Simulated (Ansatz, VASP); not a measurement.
# Two plane-wave programs on Cu

```
Cu
1.0
     0.00000    2.07863    1.80750
     1.53638    0.00000    1.80750
     1.53638    2.07863    0.00000
Cu
1
Direct
  0.00000 0.00000 0.00000
```

Change from the starting cell: strain -0.1500 x Voigt [1, -1, 0, 0, 0, 0], atoms carried along.

Alike in both runs: task single point; functional LDA; k mesh 22 × 22 × 22; occupations gaussian, width 0.15 eV; no spin polarisation.

|  | VASP | Ansatz |
| --- | --- | --- |
| version | VASP 6.6.1 | Ansatz 0.2.0 |
| potentials or method | VASP PAW LDA potentials, release 64 (Cu), cutoff 520 eV | scalar-relativistic, plane waves, PAW |
| valence electrons in the cell | 11 | 19 |

Ansatz gave:

| Item | Value |
| --- | --- |
| gap on the k mesh at the Fermi level (eV) | none |
| pressure (GPa) | -6.8 |
| traceless stress, the component that is largest in VASP (GPa) | -12.78 |

Q: Which values does VASP return?

A: gap on the k mesh at the Fermi level (eV): none; pressure (GPa): -5.8; traceless stress, the component that is largest in VASP (GPa): -12.71.

LDA's correlation is that of Perdew and Zunger in VASP and of Perdew and Wang (1992) in Ansatz. A gap of «none» marks a metal or a gap that the smearing closes. VASP's potentials hold 11 valence electrons a cell and Ansatz's 19, so a difference there can come from the potentials and not from the codes.
